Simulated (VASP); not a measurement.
# N2 in VASP: single point with r2SCAN

Aim: the single point of N2 with r2SCAN.

All numbers are computed with VASP 6.6.1; they aren't measurements. Logs are shortened: lines on timing, memory, paths and dates and some standing lists are left out, and cuts for length are marked.

**1. The cell of the first run**

The cell holds a molecule in a box, 2 atoms: a = 10.000 Å, b = 10.500 Å, c = 11.000 Å, α = 90.00°, β = 90.00°, γ = 90.00°.

**2. Single point, r2SCAN**

File POSCAR:

```
N
1.0
   10.0000000000      0.0000000000      0.0000000000
    0.0000000000     10.5000000000      0.0000000000
    0.0000000000      0.0000000000     11.0000000000
N
2
Direct
    0.5000000000      0.5000000000      0.4500092982
    0.5000000000      0.5000000000      0.5499907018
```

File INCAR.step1:

```
  ALGO = Normal
  EDIFF = 1E-5
  ENCUT = 580
  GGA = PE
  GGA_COMPAT = False
  ISMEAR = 0
  LASPH = True
  LCHARG = False
  LREAL = False
  LWAVE = True
  NBANDS = 12
  NELM = 120
  NELMDL = -8
  PREC = Accurate
  SIGMA = 0.01
```

File INCAR.step2:

```
  ALGO = Normal
  EDIFF = 1E-6
  ENCUT = 580
  GGA_COMPAT = False
  ISIF = 2
  ISMEAR = 0
  ISTART = 1
  LASPH = True
  LCHARG = False
  LMIXTAU = True
  LREAL = False
  LWAVE = False
  METAGGA = R2SCAN
  NBANDS = 12
  NELM = 120
  PREC = Accurate
  SIGMA = 0.01
```

File KPOINTS:

```
k-points
0
Gamma
  1 1 1
```

Potentials or basis: VASP PAW PBE potentials, release 64 (N).

On the command line:

```sh
$ cat potpaw_PBE.64/N/POTCAR > POTCAR
$ cp INCAR.step1 INCAR
$ mpirun -np 1 vasp_gam > vasp.out
$ cp INCAR.step2 INCAR
$ mpirun -np 1 vasp_gam > vasp.out
```

OUTCAR:

```text
EDIFF = 1E-6
   ENCUT = 580
   ISIF = 2
   ISMEAR = 0
   ISTART = 1
   LASPH = True
   LREAL = False
   METAGGA = R2SCAN
   NELM = 120
   PREC = Accurate

 ion  position               nearest neighbor table
   1  0.500  0.500  0.450-   2 1.10
   2  0.500  0.500  0.550-   1 1.10

  LATTYP: Found a simple orthorhombic cell.
 ALAT       =    10.0000000000
 B/A-ratio  =     1.0500000000
 C/A-ratio  =     1.1000000000

  Lattice vectors:

 A1 = (  10.0000000000,   0.0000000000,   0.0000000000)
 A2 = (   0.0000000000,  10.5000000000,   0.0000000000)
 A3 = (   0.0000000000,   0.0000000000,  11.0000000000)

Analysis of symmetry for initial positions (statically):
=====================================================================
 Subroutine PRICEL returns:
 Original cell was already a primitive cell.

 Routine SETGRP: Setting up the symmetry group for a
 simple orthorhombic supercell.

 Subroutine GETGRP returns: Found  8 space group operations
 (whereof  8 operations were pure point group operations)
 out of a pool of  8 trial point group operations.

The static configuration has the point symmetry D_2h.

Analysis of symmetry for dynamics (positions and initial velocities):
=====================================================================
 Subroutine PRICEL returns:
 Original cell was already a primitive cell.

 Routine SETGRP: Setting up the symmetry group for a
 simple orthorhombic supercell.

 Subroutine GETGRP returns: Found  8 space group operations
 (whereof  8 operations were pure point group operations)
 out of a pool of  8 trial point group operations.

The dynamic configuration has the point symmetry D_2h.

 Subroutine INISYM returns: Found  8 space group operations
 (whereof  8 operations are pure point group operations),
 and found     1 'primitive' translations

----------------------------------------------------------------------------------------

                                     Primitive cell

  volume of cell :    1155.0000

  direct lattice vectors                    reciprocal lattice vectors
    10.000000000  0.000000000  0.000000000     0.100000000  0.000000000  0.000000000
     0.000000000 10.500000000  0.000000000     0.000000000  0.095238095  0.000000000
     0.000000000  0.000000000 11.000000000     0.000000000  0.000000000  0.090909091

  length of vectors
    10.000000000 10.500000000 11.000000000     0.100000000  0.095238095  0.090909091

  position of ions in fractional coordinates (direct lattice)
     0.500000000  0.500000000  0.450009298
     0.500000000  0.500000000  0.549990702

  ion indices of the primitive-cell ions
   primitive index   ion index
                 1           1
                 2           2

----------------------------------------------------------------------------------------

 KPOINTS: k-points

Automatic generation of k-mesh.
 Grid dimensions read from file:
 generate k-points for:    1    1    1

 Generating k-lattice:

  Cartesian coordinates                     Fractional coordinates (reciprocal lattice)
     0.100000000  0.000000000  0.000000000     1.000000000  0.000000000  0.000000000
     0.000000000  0.095238095  0.000000000     0.000000000  1.000000000  0.000000000
     0.000000000  0.000000000  0.090909091     0.000000000  0.000000000  1.000000000

  Length of vectors
     0.100000000  0.095238095  0.090909091

  Shift w.r.t. Gamma in fractional coordinates (k-lattice)
     0.000000000  0.000000000  0.000000000

 Subroutine IBZKPT returns following result:
 ===========================================

 Found      1 irreducible k-points:

 Following reciprocal coordinates:
            Coordinates               Weight
  0.000000  0.000000  0.000000      1.000000
   k-points           NKPTS =      1   k-points in BZ     NKDIM =      1   number of bands    NBANDS=     12
   number of dos      NEDOS =    301   number of ions     NIONS =      2
   total plane-waves  NPLWV = 604800
   dimension x,y,z NGX =    80 NGY =   84 NGZ =   90
   dimension x,y,z NGXF=   160 NGYF=  168 NGZF=  180
   ions per type =               2
   NGX,Y,Z   is equivalent  to a cutoff of  13.30, 13.30, 13.60 a.u.
   NGXF,Y,Z  is equivalent  to a cutoff of  26.60, 26.60, 27.20 a.u.
 SYSTEM =  unknown system
   PREC   = accura    normal or accurate (medium, high low for compatibility)
   ISTART =      1    job   : 0-new  1-cont  2-samecut
   ICHARG =      0    charge: 1-file 2-atom 10-const
   ISPIN  =      1    spin polarized calculation?
   LNONCOLLINEAR =      F non collinear calculations
   LSORBIT =      F    spin-orbit coupling
   LASPH  =      T    aspherical Exc in radial PAW
   ENCUT  =  580.0 eV  42.63 Ry    6.53 a.u.  19.64 20.62 21.60*2*pi/ulx,y,z
   NELM   =    120;   NELMIN=  2; NELMDL=  0     # of ELM steps
   EDIFF  = 0.1E-05   stopping-criterion for ELM
   LREAL  =      F    real-space projection
   EDIFFG = 0.1E-04   stopping-criterion for IOM
   NSW    =      0    number of steps for IOM
   IBRION =     -1    ionic relax: 0-MD 1-quasi-New 2-CG
   NFREE  =      0    steps in history (QN), initial steepest desc. (CG)
   ISIF   =      2    stress and relaxation
   ISYM   =      2    0-nonsym 1-usesym 2-fastsym
   POTIM  = 0.5000    time-step for ionic-motion
   TEBEG  =    0.0;   TEEND  =   0.0 temperature during run
   PSTRESS=    0.0 pullay stress
   NELECT =      10.0000    total number of electrons
   NUPDOWN=      -1.0000    fix difference up-down
   EMIN   =  10.00;   EMAX   =-10.00  energy-range for DOS
   EFERMI =   0.00;   METHOD = LEGACY
   ISMEAR =     0;   SIGMA  =   0.01  broadening in eV -4-tet -1-fermi 0-gaus
   EFERMI_NEDOS =   21; number of points for ismear=-14 and -15
   IALGO  =     38    algorithm
   IMIX   =      4    mixing-type and parameters
     AMIX     =   0.40;   BMIX     =  1.00
     AMIX_MAG =   1.60;   BMIX_MAG =  1.00
  volume/ion in A,a.u.               =     577.50      3897.16
  Fermi-wavevector in a.u.,A,eV,Ry     =   0.336161  0.635252  1.537517  0.113004
  Thomas-Fermi vector in A             =   1.236311
   LORBIT       =      0    0 simple, 1 ext, 2 COOP (PROOUT), +10 PAW based schemes
   METAGGA = R2SCAN    functional components
   LHFCALC =     F    Hartree Fock is set to
   AEXX    =    0.0000 exact exchange contribution
   IVDW    =     0    specifies the selected vdW correction
   LEPSILON=     F    determine dielectric tensor
   LRPA    =     F    only Hartree local field effects (RPA)
 non-spin polarized calculation
 Gauss-broadening in eV      SIGMA  =   0.01
  energy-cutoff  :      580.00
  volume of cell :     1155.00
 maximum number of plane-waves:     18337
 NGX is ok and might be reduce to    80
   NGX = 39   NGY = 41   NGZ = 43

 number of electron      10.0000000 magnetization

 Free energy of the ion-electron system (eV)
  ---------------------------------------------------
  ext. energy  EPLUGINS =         0.00000000
  ---------------------------------------------------
  free energy    TOTEN  =       -18.21927967 eV

  energy without entropy =      -18.21927967  energy(sigma->0) =      -18.21927967

 E-fermi : -10.4656     XC(G=0):  -0.3018

 val. band max:      -10.5623242492   @ k =   0.0000   0.0000   0.0000
 cond. band min:      -1.5635900153   @ k =   0.0000   0.0000   0.0000
 fundamental gap:      8.9987342339
 Fermi energy:       -10.4656449907

 k-point     1 :       0.0000    0.0000    0.0000
  band No.  band energies     occupation
      1     -29.6571      2.00000
      2     -14.1097      2.00000
      3     -11.8819      2.00000
      4     -11.8819      2.00000
      5     -10.5623      2.00000
      6      -1.5636      0.00000
      7      -1.5635      0.00000
      8       0.1319      0.00000
      9       1.3192      0.00000
     10       1.3802      0.00000
     11       1.4306      0.00000
     12       1.5697      0.00000

------------------------ aborting loop because EDIFF is reached ----------------------------------------

  FORCE on cell =-STRESS in cart. coord.  units (eV):
  Direction    XX          YY          ZZ          XY          YZ          ZX
  --------------------------------------------------------------------------------------
  -------------------------------------------------------------------------------------
  Total       -0.0343085     -0.0346125      1.0641750      0.0000000      0.0000000      0.0000000
  in kB       -0.0475916     -0.0480134      1.4761879      0.0000000      0.0000000      0.0000000
  external PRESSURE =       0.4601943 kB  Pullay stress =       0.0000000 kB

 VOLUME and BASIS-vectors are now :
 -----------------------------------------------------------------------------
  energy-cutoff  :      580.00
  volume of cell :     1155.00
      direct lattice vectors                 reciprocal lattice vectors
    10.000000000  0.000000000  0.000000000     0.100000000  0.000000000  0.000000000
     0.000000000 10.500000000  0.000000000     0.000000000  0.095238095  0.000000000
     0.000000000  0.000000000 11.000000000     0.000000000  0.000000000  0.090909091

 POSITION                                       TOTAL-FORCE (eV/Angst)
 -----------------------------------------------------------------------------------
      5.00000      5.25000      4.95010         0.000000     -0.000000     -1.034693
      5.00000      5.25000      6.04990         0.000000      0.000000      1.034693
 -----------------------------------------------------------------------------------
    total drift:                                0.000000     -0.000000      0.000000

  FREE ENERGIE OF THE ION-ELECTRON SYSTEM (eV)
  ---------------------------------------------------
  free  energy   TOTEN  =       -18.2192796660 eV

  energy  without entropy=      -18.2192796660  energy(sigma->0) =      -18.21927967
```

It took 2.9 min on 1 thread of AMD EPYC 9R45 (Zen 5), shared host; peak memory 1.1 GiB.

What came out:

- Free energy: -18.2193 eV
- Largest force: 1.035 eV/Å
- Gap between the frontier levels: 9.00 eV

Forces on the atoms (eV/Å):
```
N    0.000  0.000 -1.035
N    0.000  0.000  1.035
```

Caveat: the standard files for N, O and F lose accuracy on very short bonds; the PAW data sets were made with another functional, which shifts forces and pressure a little.
